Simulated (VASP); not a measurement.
# Ag (P6_3/mmc) in VASP: further runs

Runs on Ag. Level: r2SCAN. Tasks: single point.

All numbers are computed with VASP 6.6.1; they aren't measurements. Logs are shortened: lines on timing, memory, paths and dates and some standing lists are left out, and cuts for length are marked.

**1. The cell of the first run**

The structure is hexagonal, space group P6_3/mmc (No. 194). Conventional cell: a = 2.694 Å, b = 2.694 Å, c = 4.387 Å, α = 90.00°, β = 90.00°, γ = 120.00°. Within 3.5 Å of Ag (site symmetry -6m2) lie 12 Ag at 2.69 Å.

**2. Single point, r2SCAN**

Contents of POSCAR:

```
Ag
1.0
    2.6942099842      0.0000000000      0.0000000000
   -1.3471049921      2.3332542895      0.0000000000
    0.0000000000      0.0000000000      4.3865958718
Ag
2
Direct
    0.3333333333      0.6666666667      0.2500000000
    0.6666666667      0.3333333333      0.7500000000
```

Contents of INCAR.step1:

```
SYSTEM = Ag
PREC = Accurate
ENCUT = 520
ISMEAR = -1
SIGMA = 0.1
LREAL = .FALSE.
LASPH = .TRUE.
NELM = 80
NBANDS = 18
GGA = PE
ALGO = Normal
EDIFF = 1E-4
LWAVE = .TRUE.
LCHARG = .FALSE.
```

Contents of INCAR.step2:

```
SYSTEM = Ag
PREC = Accurate
ENCUT = 520
EDIFF = 1E-6
ISMEAR = -1
SIGMA = 0.1
LREAL = .FALSE.
LASPH = .TRUE.
NELM = 80
ALGO = Normal
ISIF = 2
LWAVE = .FALSE.
LCHARG = .FALSE.
METAGGA = R2SCAN
LMIXTAU = .TRUE.
NBANDS = 18
ISTART = 1
```

Contents of KPOINTS:

```
regular mesh
0
G
  10 10 6
  0 0 0
```

Potentials or basis: VASP PAW PBE potentials, release 64 (Ag).

Run with:

```bash
$ cat potpaw_PBE.64/Ag/POTCAR > POTCAR
$ cp INCAR.step1 INCAR
$ mpirun -np 1 vasp_std > vasp.out
$ cp INCAR.step2 INCAR
$ mpirun -np 1 vasp_std > vasp.out
```

OUTCAR:

```text
SYSTEM = Ag
   PREC = Accurate
   ENCUT = 520
   EDIFF = 1E-6
   ISMEAR = -1
   LREAL = .FALSE.
   LASPH = .TRUE.
   NELM = 80
   ISIF = 2
   METAGGA = R2SCAN
   ISTART = 1

 ion  position               nearest neighbor table
   1  0.333  0.667  0.250-   2 2.69   2 2.69   2 2.69   2 2.69   2 2.69   2 2.69
   2  0.667  0.333  0.750-   1 2.69   1 2.69   1 2.69   1 2.69   1 2.69   1 2.69

  LATTYP: Found a hexagonal cell.
 ALAT       =     2.6942099842
 C/A-ratio  =     1.6281566387

  Lattice vectors:

 A1 = (   2.6942099842,   0.0000000000,   0.0000000000)
 A2 = (  -1.3471049921,   2.3332542895,   0.0000000000)
 A3 = (   0.0000000000,   0.0000000000,   4.3865958718)

Analysis of symmetry for initial positions (statically):
[... 10 lines left out ...]

The static configuration has the point symmetry D_3d.
 The point group associated with its full space group is D_6h.

Analysis of symmetry for dynamics (positions and initial velocities):
[... 10 lines left out ...]

The dynamic configuration has the point symmetry D_3d.
 The point group associated with its full space group is D_6h.

 Subroutine INISYM returns: Found 24 space group operations
[... 5 lines left out ...]
                                     Primitive cell

  volume of cell :      27.5754

  direct lattice vectors                    reciprocal lattice vectors
     2.694209984  0.000000000  0.000000000     0.371166318  0.214292974  0.000000000
    -1.347104992  2.333254290  0.000000000     0.000000000  0.428585947  0.000000000
     0.000000000  0.000000000  4.386595872     0.000000000  0.000000000  0.227967205

  length of vectors
     2.694209984  2.694209984  4.386595872     0.428585947  0.428585947  0.227967205

  position of ions in fractional coordinates (direct lattice)
     0.333333333  0.666666667  0.250000000
     0.666666667  0.333333333  0.750000000

  ion indices of the primitive-cell ions
   primitive index   ion index
                 1           1
                 2           2

----------------------------------------------------------------------------------------

 KPOINTS: regular mesh

Automatic generation of k-mesh.
 Grid dimensions read from file:
 generate k-points for:   10   10    6

 Generating k-lattice:

  Cartesian coordinates                     Fractional coordinates (reciprocal lattice)
     0.037116632  0.021429297  0.000000000     0.100000000  0.000000000  0.000000000
     0.000000000  0.042858595  0.000000000     0.000000000  0.100000000  0.000000000
     0.000000000  0.000000000  0.037994534     0.000000000  0.000000000  0.166666667

  Length of vectors
     0.042858595  0.042858595  0.037994534

  Shift w.r.t. Gamma in fractional coordinates (k-lattice)
     0.000000000  0.000000000  0.000000000

 Subroutine IBZKPT returns following result:
 ===========================================

 Found     56 irreducible k-points:

 Following reciprocal coordinates:
            Coordinates               Weight
  0.000000  0.000000  0.000000      1.000000
  0.100000  0.000000  0.000000      6.000000
  0.200000  0.000000  0.000000      6.000000
  0.300000  0.000000  0.000000      6.000000
  0.400000  0.000000  0.000000      6.000000
  0.500000  0.000000  0.000000      3.000000
[... 16 lines left out ...]
  0.300000  0.100000  0.166667     24.000000
  0.400000  0.100000  0.166667     24.000000
 [... further k-points ...]
   k-points           NKPTS =     56   k-points in BZ     NKDIM =     56   number of bands    NBANDS=     18
   number of dos      NEDOS =    301   number of ions     NIONS =      2
   total plane-waves  NPLWV =  14400
   dimension x,y,z NGX =    20 NGY =   20 NGZ =   36
   dimension x,y,z NGXF=    40 NGYF=   40 NGZF=   72
   ions per type =               2
   NGX,Y,Z   is equivalent  to a cutoff of  12.34, 12.34, 13.64 a.u.
   NGXF,Y,Z  is equivalent  to a cutoff of  24.68, 24.68, 27.29 a.u.
 SYSTEM =  Ag
   PREC   = accura    normal or accurate (medium, high low for compatibility)
   ISTART =      1    job   : 0-new  1-cont  2-samecut
   ICHARG =      0    charge: 1-file 2-atom 10-const
   ISPIN  =      1    spin polarized calculation?
   LNONCOLLINEAR =      F non collinear calculations
   LSORBIT =      F    spin-orbit coupling
   LASPH  =      T    aspherical Exc in radial PAW
   ENCUT  =  520.0 eV  38.22 Ry    6.18 a.u.   5.01  5.01  8.16*2*pi/ulx,y,z
   NELM   =     80;   NELMIN=  2; NELMDL=  0     # of ELM steps
   EDIFF  = 0.1E-05   stopping-criterion for ELM
   LREAL  =      F    real-space projection
   EDIFFG = 0.1E-04   stopping-criterion for IOM
   NSW    =      0    number of steps for IOM
   IBRION =     -1    ionic relax: 0-MD 1-quasi-New 2-CG
   NFREE  =      0    steps in history (QN), initial steepest desc. (CG)
   ISIF   =      2    stress and relaxation
   ISYM   =      2    0-nonsym 1-usesym 2-fastsym
   POTIM  = 0.5000    time-step for ionic-motion
   TEBEG  =    0.0;   TEEND  =   0.0 temperature during run
   PSTRESS=    0.0 pullay stress
   NELECT =      22.0000    total number of electrons
   NUPDOWN=      -1.0000    fix difference up-down
   EMIN   =  10.00;   EMAX   =-10.00  energy-range for DOS
   EFERMI =   0.00;   METHOD = LEGACY
   ISMEAR =    -1;   SIGMA  =   0.10  broadening in eV -4-tet -1-fermi 0-gaus
   EFERMI_NEDOS =   21; number of points for ismear=-14 and -15
   IALGO  =     38    algorithm
   IMIX   =      4    mixing-type and parameters
     AMIX     =   0.40;   BMIX     =  1.00
     AMIX_MAG =   1.60;   BMIX_MAG =  1.00
  volume/ion in A,a.u.               =      13.79        93.04
  Fermi-wavevector in a.u.,A,eV,Ry     =   1.518362  2.869288 31.367189  2.305423
  Thomas-Fermi vector in A             =   2.627493
   LORBIT       =      0    0 simple, 1 ext, 2 COOP (PROOUT), +10 PAW based schemes
   METAGGA = R2SCAN    functional components
   LHFCALC =     F    Hartree Fock is set to
   AEXX    =    0.0000 exact exchange contribution
   IVDW    =     0    specifies the selected vdW correction
   LEPSILON=     F    determine dielectric tensor
   LRPA    =     F    only Hartree local field effects (RPA)
 non-spin polarized calculation
  energy-cutoff  :      520.00
  volume of cell :       27.58
 maximum number of plane-waves:       764
 NGX is ok and might be reduce to    20
   NGX =  9   NGY =  9   NGZ = 17

 number of electron      21.9999999 magnetization

 Free energy of the ion-electron system (eV)
  ---------------------------------------------------
  ext. energy  EPLUGINS =         0.00000000
  ---------------------------------------------------
  free energy    TOTEN  =       -41.90462772 eV

  energy without entropy =      -41.88311471  energy(sigma->0) =      -41.89387122

 E-fermi :  11.7491     XC(G=0): -14.5167

 val. band max:       11.7178377901   @ k =   0.5000   0.0000   0.1667
 cond. band min:      11.7945062983   @ k =   0.4000   0.1000   0.3333
 fundamental gap:      0.0766685083
 Fermi energy:        11.7491243473

 k-point     1 :       0.0000    0.0000    0.0000
  band No.  band energies     occupation
      1       2.0166      2.00000
      2       3.4185      2.00000
      3       5.6850      2.00000
      4       5.7932      2.00000
      5       5.7932      2.00000
      6       6.1612      2.00000
[... 10 lines left out ...]
     17      33.5539      0.00000
     18      33.5539      0.00000

 k-point     2 :       0.1000    0.0000    0.0000
  band No.  band energies     occupation
      1       2.3541      2.00000
      2       3.6264      2.00000
      3       5.4379      2.00000
      4       5.9949      2.00000
      5       6.0043      2.00000
      6       6.1112      2.00000
[... 10 lines left out ...]
     17      31.5222      0.00000
     18      32.8473      0.00000

 k-point     3 :       0.2000    0.0000    0.0000
  band No.  band energies     occupation
      1       3.2177      2.00000
      2       4.0035      2.00000
      3       5.2169      2.00000
      4       5.6110      2.00000
      5       5.8828      2.00000
      6       6.2349      2.00000
[... 10 lines left out ...]
     17      30.5056      0.00000
     18      31.5575      0.00000

 k-point     4 :       0.3000    0.0000    0.0000
  band No.  band energies     occupation
      1       3.7940      2.00000
      2       4.0358      2.00000
      3       4.7042      2.00000
      4       5.7188      2.00000
      5       5.9290      2.00000
      6       5.9996      2.00000
[... 10 lines left out ...]
     17      29.2796      0.00000
     18      30.7526      0.00000

 k-point     5 :       0.4000    0.0000    0.0000
  band No.  band energies     occupation
      1       3.5430      2.00000
      2       4.0464      2.00000
      3       4.1034      2.00000
      4       5.7082      2.00000
      5       6.1976      2.00000
      6       6.3030      2.00000
[... 10 lines left out ...]
     17      25.8065      0.00000
     18      29.6147      0.00000

 k-point     6 :       0.5000    0.0000    0.0000
  band No.  band energies     occupation
      1       3.4188      2.00000
      2       3.8970      2.00000
      3       3.9975      2.00000
      4       5.6286      2.00000
      5       6.1168      2.00000
      6       6.4427      2.00000
[... 307 lines left out ...]
 k-point    21 :       0.1000    0.1000    0.1667
  band No.  band energies     occupation
      1       3.1914      2.00000
      2       4.0595      2.00000
      3       5.1971      2.00000
      4       5.6352      2.00000
      5       5.8088      2.00000
      6       6.1209      2.00000
[... 10 lines left out ...]
     17      30.5529      0.00000
     18      32.8388      0.00000

 k-point    22 :       0.2000    0.1000    0.1667
  band No.  band energies     occupation
      1       3.9181      2.00000
      2       4.3130      2.00000
      3       4.9564      2.00000
      4       5.1993      2.00000
      5       5.6720      2.00000
      6       6.1703      2.00000
[... 10 lines left out ...]
     17      29.9634      0.00000
     18      32.2317      0.00000

 k-point    23 :       0.3000    0.1000    0.1667
  band No.  band energies     occupation
      1       3.8459      2.00000
      2       4.0562      2.00000
      3       4.8082      2.00000
      4       5.1656      2.00000
      5       5.8383      2.00000
      6       6.2495      2.00000
[... 10 lines left out ...]
     17      28.5423      0.00000
     18      29.8531      0.00000

 k-point    24 :       0.4000    0.1000    0.1667
  band No.  band energies     occupation
      1       3.6360      2.00000
      2       3.7576      2.00000
      3       4.6550      2.00000
      4       5.2606      2.00000
      5       5.6624      2.00000
      6       6.5757      2.00000
[... 10 lines left out ...]
     17      26.4366      0.00000
     18      28.4486      0.00000

 [... further k-points ...]
[... 5 lines left out ...]
  --------------------------------------------------------------------------------------
  -------------------------------------------------------------------------------------
  Total        7.8973976      7.8973976      7.9044188      0.0000000      0.0000000      0.0000000
  in kB      458.8528628    458.8528628    459.2608098      0.0000000      0.0000000      0.0000000
  external PRESSURE =     458.9888451 kB  Pullay stress =       0.0000000 kB

 VOLUME and BASIS-vectors are now :
 -----------------------------------------------------------------------------
  energy-cutoff  :      520.00
  volume of cell :       27.58
      direct lattice vectors                 reciprocal lattice vectors
     2.694209984  0.000000000  0.000000000     0.371166318  0.214292974  0.000000000
    -1.347104992  2.333254290  0.000000000     0.000000000  0.428585947  0.000000000
     0.000000000  0.000000000  4.386595872     0.000000000  0.000000000  0.227967205

 POSITION                                       TOTAL-FORCE (eV/Angst)
 -----------------------------------------------------------------------------------
     -0.00000      1.55550      1.09665         0.000000     -0.000000      0.000000
      1.34710      0.77775      3.28995        -0.000000      0.000000      0.000000
 -----------------------------------------------------------------------------------
    total drift:                                0.000000     -0.000000      0.000000

  FREE ENERGIE OF THE ION-ELECTRON SYSTEM (eV)
  ---------------------------------------------------
  free  energy   TOTEN  =       -41.9046277213 eV

  energy  without entropy=      -41.8831147118  energy(sigma->0) =      -41.89387122
```

It took 45 s on 1 thread of Intel Xeon 6975P-C (Granite Rapids), shared host; peak memory 0.16 GiB.

What came out:

* Free energy: -41.9046 eV
* Pressure: 45.9 GPa
* Band gap on the k mesh: zero (band 11 reaches 15.64 eV, above the bottom of band 12 at 7.71 eV)

Caveat: the PAW data sets were made with another functional, which shifts forces and pressure a little.

**3. Single point, r2SCAN**

This run uses another cell than the first one, of 14.53 Å³/atom, 1.054 times its volume.

Contents of POSCAR:

```
Ag
1.0
    2.7422605682      0.0000000000      0.0000000000
   -1.3711302841      2.3748673158      0.0000000000
    0.0000000000      0.0000000000      4.4625783066
Ag
2
Direct
    0.3333333333      0.6666666667      0.2500000000
    0.6666666667      0.3333333333      0.7500000000
```

Contents of INCAR.step1:

```
  ALGO = Normal
  EDIFF = 1E-4
  ENCUT = 520
  GGA = PE
  ISMEAR = -1
  LASPH = True
  LCHARG = False
  LREAL = False
  LWAVE = True
  NBANDS = 18
  NELM = 100
  PREC = Accurate
  SIGMA = 0.1
```

Contents of INCAR.step2:

```
  ALGO = Normal
  EDIFF = 1E-7
  ENCUT = 520
  ISIF = 2
  ISMEAR = -1
  ISTART = 1
  LASPH = True
  LCHARG = True
  LELF = True
  LMIXTAU = True
  LREAL = False
  LVHAR = True
  LWAVE = False
  METAGGA = R2SCAN
  NBANDS = 18
  NELM = 100
  PREC = Accurate
  SIGMA = 0.1
```

Contents of KPOINTS:

```
k-points
0
Gamma
  10 10 6
```

Potentials or basis: VASP PAW PBE potentials, release 64 (Ag).

Run with:

```bash
$ cat potpaw_PBE.64/Ag/POTCAR > POTCAR
$ cp INCAR.step1 INCAR
$ mpirun -np 1 vasp_std > vasp.out
$ cp INCAR.step2 INCAR
$ mpirun -np 1 vasp_std > vasp.out
```

Run time: 41 s. Hardware: 1 thread of Intel Xeon 6975P-C (Granite Rapids), shared host; peak memory 0.15 GiB.

Results (log left out):

* Free energy: -42.2571 eV
* Pressure: 30.6 GPa
* Band gap on the k mesh: zero (band 11 reaches 14.56 eV, above the bottom of band 12 at 6.90 eV)

Levels at points of the mesh, in eV from the Fermi level:
```csv
k point,band 8,band 9,band 10,band 11,band 12,band 13,band 14,band 15
"(0.00, 0.00, 0.00)",-4.91,-4.91,-3.53,-3.53,-0.76,4.80,16.67,18.98
"(0.50, 0.00, 0.00)",-3.34,-3.25,-3.15,0.10,2.05,8.10,8.29,11.44
"(0.00, 0.00, 0.50)",-5.47,-3.94,-3.94,-3.94,-3.94,12.98,12.98,17.18
"(0.50, 0.00, 0.50)",-3.61,-3.23,-3.23,0.67,0.67,5.84,5.84,15.62
```

Caveat: the PAW data sets were made with another functional, which shifts forces and pressure a little.

**4. Single point, r2SCAN**

This run uses another cell than the first one, of 15.58 Å³/atom, 1.130 times its volume.

Contents of POSCAR:

```
Ag
1.0
    2.8071407402      0.0000000000      0.0000000000
   -1.4035703701      2.4310551930      0.0000000000
    0.0000000000      0.0000000000      4.5663072191
Ag
2
Direct
    0.3333333333      0.6666666667      0.2500000000
    0.6666666667      0.3333333333      0.7500000000
```

Contents of INCAR.step1:

```
SYSTEM = Ag
ALGO = Normal
EDIFF = 1E-4
ENCUT = 520
GGA = PE
ISMEAR = -1
LASPH = .True.
LCHARG = .False.
LREAL = .False.
LWAVE = .True.
NBANDS = 18
NELM = 100
PREC = Accurate
SIGMA = 0.1
```

Contents of INCAR.step2:

```
SYSTEM = Ag
ALGO = Normal
EDIFF = 1E-6
ENCUT = 520
ISIF = 2
ISMEAR = -1
ISTART = 1
LASPH = .True.
LCHARG = .False.
LMIXTAU = .True.
LREAL = .False.
LWAVE = .False.
METAGGA = R2SCAN
NBANDS = 18
NELM = 100
PREC = Accurate
SIGMA = 0.1
```

Contents of KPOINTS:

```
k-points
0
Gamma
  10 10 6
  0 0 0
```

Run with:

```bash
$ cat potpaw_PBE.64/Ag/POTCAR > POTCAR
$ cp INCAR.step1 INCAR
$ mpirun -np 1 vasp_std > vasp.out
$ cp INCAR.step2 INCAR
$ mpirun -np 1 vasp_std > vasp.out
```

Wall time 34 s (1 thread of Intel Xeon 6975P-C (Granite Rapids), shared host); peak memory 0.17 GiB.

It converged, with:

```yaml
Free_energy: -42.5527 eV
Pressure: 15.4 GPa
Band_gap_on_the_k_mesh: zero (band 11 reaches 13.24 eV, above the bottom of band 12 at 5.89 eV)
```

Levels at points of the mesh, in eV from the Fermi level:
| k point | band 7 | band 8 | band 9 | band 10 | band 11 | band 12 | band 13 | band 14 | band 15 | band 16 |
| --- | --- | --- | --- | --- | --- | --- | --- | --- | --- | --- |
| (0.00, 0.00, 0.00) | -5.08 | -4.69 | -4.69 | -3.46 | -3.46 | -0.54 | 4.34 | 16.53 | 18.76 | 19.03 |
| (0.50, 0.00, 0.00) | -4.33 | -3.30 | -3.22 | -3.13 | 0.11 | 1.85 | 7.72 | 7.93 | 10.72 | 11.47 |
| (0.00, 0.00, 0.50) | -5.13 | -5.13 | -3.83 | -3.83 | -3.83 | -3.83 | 12.41 | 12.41 | 16.97 | 16.97 |
| (0.50, 0.00, 0.50) | -3.52 | -3.52 | -3.20 | -3.20 | 0.75 | 0.75 | 5.35 | 5.35 | 14.98 | 14.98 |

Caveat: the PAW data sets were made with another functional, which shifts forces and pressure a little.

**5. Single point, r2SCAN**

This run uses another cell than the first one, of 17.36 Å³/atom, 1.259 times its volume.

Contents of POSCAR:

```
Ag
1.0
    2.9116655275      0.0000000000      0.0000000000
   -1.4558327638      2.5215763142      0.0000000000
    0.0000000000      0.0000000000      4.7283745924
Ag
2
Direct
    0.3333333333      0.6666666667      0.2500000000
    0.6666666667      0.3333333333      0.7500000000
```

Contents of INCAR.step1:

```
SYSTEM = Ag
PREC = Accurate
ENCUT = 520
ISMEAR = -1
SIGMA = 0.1
LREAL = .FALSE.
LASPH = .TRUE.
NELM = 100
NBANDS = 18
GGA = PE
ALGO = Normal
EDIFF = 1E-4
LWAVE = .TRUE.
LCHARG = .FALSE.
```

Contents of INCAR.step2:

```
SYSTEM = Ag
PREC = Accurate
ENCUT = 520
EDIFF = 1E-6
ISMEAR = -1
SIGMA = 0.1
LREAL = .FALSE.
LASPH = .TRUE.
NELM = 100
ALGO = Normal
ISIF = 2
LWAVE = .FALSE.
LCHARG = .FALSE.
METAGGA = R2SCAN
LMIXTAU = .TRUE.
NBANDS = 18
ISTART = 1
```

Contents of KPOINTS:

```
Automatic mesh
0
G
  10 10 6
  0 0 0
```

Run with:

```bash
$ cat potpaw_PBE.64/Ag/POTCAR > POTCAR
$ cp INCAR.step1 INCAR
$ mpirun -np 1 vasp_std > vasp.out
$ cp INCAR.step2 INCAR
$ mpirun -np 1 vasp_std > vasp.out
```

Wall time 34 s (1 thread of Intel Xeon 6975P-C (Granite Rapids), shared host); peak memory 0.17 GiB.

It converged, with:

- Free energy: -42.7072 eV
- Pressure: 0.1 GPa
- Band gap on the k mesh: zero (band 11 reaches 11.39 eV, above the bottom of band 12 at 4.47 eV)

Levels at points of the mesh, in eV from the Fermi level:
| k point | band 7 | band 8 | band 9 | band 10 | band 11 | band 12 | band 13 | band 14 | band 15 | band 16 |
| --- | --- | --- | --- | --- | --- | --- | --- | --- | --- | --- |
| (0.00, 0.00, 0.00) | -4.71 | -4.39 | -4.39 | -3.37 | -3.37 | -0.20 | 3.71 | 16.23 | 18.35 | 18.50 |
| (0.50, 0.00, 0.00) | -4.01 | -3.25 | -3.17 | -3.11 | 0.15 | 1.56 | 7.19 | 7.42 | 9.68 | 10.71 |
| (0.00, 0.00, 0.50) | -4.66 | -4.66 | -3.68 | -3.68 | -3.68 | -3.68 | 11.58 | 11.58 | 16.60 | 16.60 |
| (0.50, 0.00, 0.50) | -3.40 | -3.40 | -3.16 | -3.16 | 0.90 | 0.90 | 4.66 | 4.66 | 14.02 | 14.02 |

Caveat: the PAW data sets were made with another functional, which shifts forces and pressure a little.

**6. The runs side by side**

| cell | gap on the mesh (eV) | pressure (GPa) |
| --- | --- | --- |
| a = 2.694, b = 2.694, c = 4.387 Å, angles 90.0, 90.0, 120.0°, 2 atoms | none | 45.9 |
| a = 2.742, b = 2.742, c = 4.463 Å, angles 90.0, 90.0, 120.0°, 2 atoms | none | 30.6 |
| a = 2.807, b = 2.807, c = 4.566 Å, angles 90.0, 90.0, 120.0°, 2 atoms | none | 15.4 |
| a = 2.912, b = 2.912, c = 4.728 Å, angles 90.0, 90.0, 120.0°, 2 atoms | none | 0.1 |

Alike in all rows: task single point; level r2SCAN; potentials or basis VASP PAW PBE potentials, release 64 (Ag); no spin polarisation; k mesh 10 × 10 × 6; cutoff (eV) 520; smearing fermi-dirac 0.1 eV.

Caveats: the PAW data sets were made with another functional, which shifts forces and pressure a little.

Total energies depend on the potentials used, so only differences within one code and one set of settings carry meaning.
